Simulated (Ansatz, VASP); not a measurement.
## One calculation of BN, two programs

```
CELL_PARAMETERS angstrom
2.36347 0.00000 0.00000
-1.18174 2.35277 0.00000
0.00000 0.00000 4.11968
ATOMIC_POSITIONS crystal
B 0.66845 0.33690 0.99937
B 0.33155 0.66310 0.49937
N 0.66246 0.32491 0.62563
N 0.33754 0.67509 0.12563
```

Change from the starting cell: strain +e along x and -e along y -0.0700, strain +e along z and -e/2 along x and y -0.0133.

Alike in both runs: functional LDA; k mesh 12 × 12 × 6; occupations gaussian, width 0.05 eV; no spin polarisation.

Ansatz relaxed the structure, and its values are those at the end. VASP's run is a single point on that final structure, the one shown.

|  | VASP | Ansatz |
| --- | --- | --- |
| version | VASP 6.6.1 | Ansatz 0.2.0 |
| potentials or method | VASP PAW LDA potentials, release 64 (B, N), cutoff 600 eV | scalar-relativistic, plane waves, PAW |
| valence electrons in the cell | 16 | 16 |

VASP gave:

* gap on the k mesh at the Fermi level (eV): 4.23
* least direct gap on the mesh (eV): 4.89
* pressure (GPa): 6.9
* rms of the force components (eV/Å): 0.011

What did Ansatz give for the same quantities?

gap on the k mesh at the Fermi level (eV): 4.26; least direct gap on the mesh (eV): 4.91; pressure (GPa): 6.1; rms of the force components (eV/Å): 0.000.

LDA's correlation is that of Perdew and Zunger in VASP and of Perdew and Wang (1992) in Ansatz. Ansatz's warnings: stress scf threshold loose.
